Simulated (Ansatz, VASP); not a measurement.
**Mg6BiB in VASP and in Ansatz**

The input INCAR:

```
SYSTEM = Mg6BiB
ALGO = Fast
EDIFF = 1E-6
ENCUT = 520
GGA = PE
ISIF = 2
ISMEAR = -1
LASPH = .True.
LCHARG = .False.
LREAL = .False.
LWAVE = .False.
NBANDS = 25
NELM = 80
PREC = Accurate
SIGMA = 0.05
```

Contents of KPOINTS:

```
k-points
0
Gamma
  7 4 4
  0 0 0
```

Contents of POSCAR:

```
Mg6BiB
1.0
    3.9104695180      0.0000000000      0.0000000000
    0.0000000000      4.4200470991      5.1534220742
    0.0000000000     -4.4200470991      5.1534220742
Bi Mg B
1 6 1
Direct
    0.5000000000      0.3854670000      0.3854670000
    0.0000000000      0.1503870000      0.1503870000
    0.0000000000      0.6333230000      0.6333230000
    0.0000000000      0.7147320000      0.0494740000
    0.0000000000      0.0494740000      0.7147320000
    0.5000000000      0.8864940000      0.4049730000
    0.5000000000      0.4049730000      0.8864940000
    0.5000000000      0.7751590000      0.7751590000
```

File input.yaml:

```yaml
crystal:
  lattice:
    - [3.910469518, 0.0, 0.0]
    - [0.0, 4.4200470991, 5.1534220742]
    - [0.0, -4.4200470991, 5.1534220742]
  atoms:
    - { symbol: Bi, position: [0.5, 0.385467, 0.385467] }
    - { symbol: Mg, position: [0.0, 0.150387, 0.150387] }
    - { symbol: Mg, position: [0.0, 0.633323, 0.633323] }
    - { symbol: Mg, position: [0.0, 0.714732, 0.049474] }
    - { symbol: Mg, position: [0.0, 0.049474, 0.714732] }
    - { symbol: Mg, position: [0.5, 0.886494, 0.404973] }
    - { symbol: Mg, position: [0.5, 0.404973, 0.886494] }
    - { symbol: B, position: [0.5, 0.775159, 0.775159] }
hamiltonian:
  xc: pbe
  pseudopotentials: { kind: paw }
kpoints:
  mp_grid: { grid: [7, 4, 4] }
scf:
  occupations: { method: fermi_dirac, width: 0.05 }
output:
  forces: true
  stress: true
  eigenvalues: true
  write_density: true
  write_potential: true
  elf: true
  volumetric_format: npy
```

Alike in both runs: task single point; functional PBE; k mesh 7 × 4 × 4; occupations fermi-dirac, width 0.05 eV; no spin polarisation.

|  | VASP | Ansatz |
| --- | --- | --- |
| version | VASP 6.6.1 | Ansatz 0.2.0 |
| potentials or method | VASP PAW PBE potentials, release 64 (Bi_d, Mg, B) | Ansatz PAW |
| plane-wave cutoff (eV) | 520 | 420 |
| valence electrons in the cell | 30 | 78 |

```csv
,VASP,Ansatz,Ansatz less VASP
gap on the k mesh at the Fermi level (eV),none,none,-
pressure (GPa),-1.3,-1.2,+0.12
"traceless stress, the component that is largest in VASP (GPa)",-0.36,-0.35,+0.010
rms of the force components (eV/Å),0.032,0.032,+0.0003
```

Atom by atom the forces differ by 0.001 eV/Å (rms over components). A gap of «none» marks a metal or a gap that the smearing closes. With one functional, cell and mesh, what is left measures potentials, basis and numerics. VASP's potentials hold 30 valence electrons a cell and Ansatz's 78, so a difference there can come from the potentials and not from the codes.

Neither program's run includes spin-orbit coupling.
